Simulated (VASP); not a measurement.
WC (zincblende type): single point with PBE

WC (zincblende type):

```
W C
1.0
     0.00000    2.34952    2.34952
     2.34952    0.00000    2.34952
     2.34952    2.34952    0.00000
W C
1 1
Direct
  0.00000 0.00000 0.00000
  0.25000 0.25000 0.25000
```

```yaml
Program: VASP 6.6.1
Task: single point
Functional: PBE
Potentials_or_basis: VASP PAW PBE potentials, release 64 (W_sv, C)
Cutoff: 520 eV
k_mesh: 14 × 14 × 14
Occupations: fermi-dirac, width 0.08 eV
Spin: no spin polarisation
Dipole_correction: no
Further_INCAR_settings: ALGO = Normal; EDIFF = 1e-06; NBANDS = 16
```

```
Pressure               : 0.7 GPa
Band gap on the k mesh : zero (bands 9 and 10 overlap by 1.25 eV)
```

Levels at points of the mesh, in eV from the Fermi level:
```tsv
k point	band 5	band 6	band 7	band 8	band 9	band 10	band 11	band 12	band 13	band 14
(0.00, 0.00, 0.00)	-13.71	-5.60	-5.60	-5.60	-0.02	-0.02	2.69	7.56	7.56	7.56
(0.50, 0.00, 0.00)	-11.80	-5.56	-4.90	-4.90	0.83	0.83	1.19	5.04	5.04	5.94
(0.50, 0.50, 0.00)	-11.08	-7.30	-2.67	-2.67	-2.10	1.55	1.82	2.77	2.77	12.47
```

Run time: 35 s on 1 thread of Intel(R) Xeon(R) Platinum 8488C (Sapphire Rapids), with other jobs on the host, peak memory 0.19 GiB.

Caveat: spin-orbit coupling is left out, which moves the levels of the heavy elements.
